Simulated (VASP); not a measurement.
Set up this calculation in VASP 6.6.1, as the native input.

* Task: single point
* Functional: PBE
* Potentials or basis: VASP PAW PBE potentials, release 64 (Sr_sv, Co)
* Cutoff: 600 eV
* k mesh: 3 × 3 × 4
* Occupations: gaussian, width 0.1 eV
* Spin: collinear spin, ferromagnetic start
* Starting moments: [0.0, 0.0, 0.0, 0.0, 0.0, 0.0, 1.15, 1.15] μB
* Dipole correction: no
* Further INCAR settings: ALGO = Normal; EDIFF = 1e-06; NBANDS = 53

The structure of Sr3Co lies in POSCAR:

```
Sr3Co
1.0
    7.5542416697      0.0000000000      0.0000000000
   -3.7771208349      6.5421651923      0.0000000000
    0.0000000000      0.0000000000      5.7537156670
Sr Co
6 2
Direct
    0.8226948569      0.6453897137      0.2500000000
    0.1773051431      0.8226948569      0.7500000000
    0.3546102863      0.1773051431      0.2500000000
    0.1773051431      0.3546102863      0.7500000000
    0.8226948569      0.1773051431      0.2500000000
    0.6453897137      0.8226948569      0.7500000000
    0.3333333333      0.6666666667      0.2500000000
    0.6666666667      0.3333333333      0.7500000000
```

The input as run:

INCAR

```
SYSTEM = Sr3Co
  PREC = Accurate
  ENCUT = 600
  EDIFF = 1E-6
  ISMEAR = 0
  SIGMA = 0.1
  LREAL = .FALSE.
  LASPH = .TRUE.
  NELM = 200
  ALGO = Normal
  ISIF = 2
  LWAVE = .FALSE.
  LCHARG = .TRUE.
  ISPIN = 2
  MAGMOM = 0 0 0 0 0 0 1.15 1.15
  LORBIT = 11
  LMAXMIX = 4
  GGA = PE
  LELF = .TRUE.
  LVHAR = .TRUE.
  NBANDS = 53
  GGA_COMPAT = .FALSE.
```

KPOINTS

```
Automatic mesh
0
G
  3 3 4
  0 0 0
```

Potentials or basis: VASP PAW PBE potentials, release 64 (Sr_sv, Co).

Run with:

```console
$ cat potpaw_PBE.64/Sr_sv/POTCAR potpaw_PBE.64/Co/POTCAR > POTCAR
$ mpirun -np 1 vasp_std > vasp.out
```

It gave:

```json
{
  "Pressure": "0.2 GPa",
  "Largest force": "0.013 eV/Å",
  "Net moment": "1.74 μB per cell",
  "Site moments": "Sr -0.05; Co +1.51 μB",
  "Valence electrons inside the program's atomic spheres": "Sr 8.00; Co 7.79"
}
```

Wall time 29 min on 1 thread of Intel Xeon 8259CL, with other jobs on the host, peak memory 0.71 GiB.
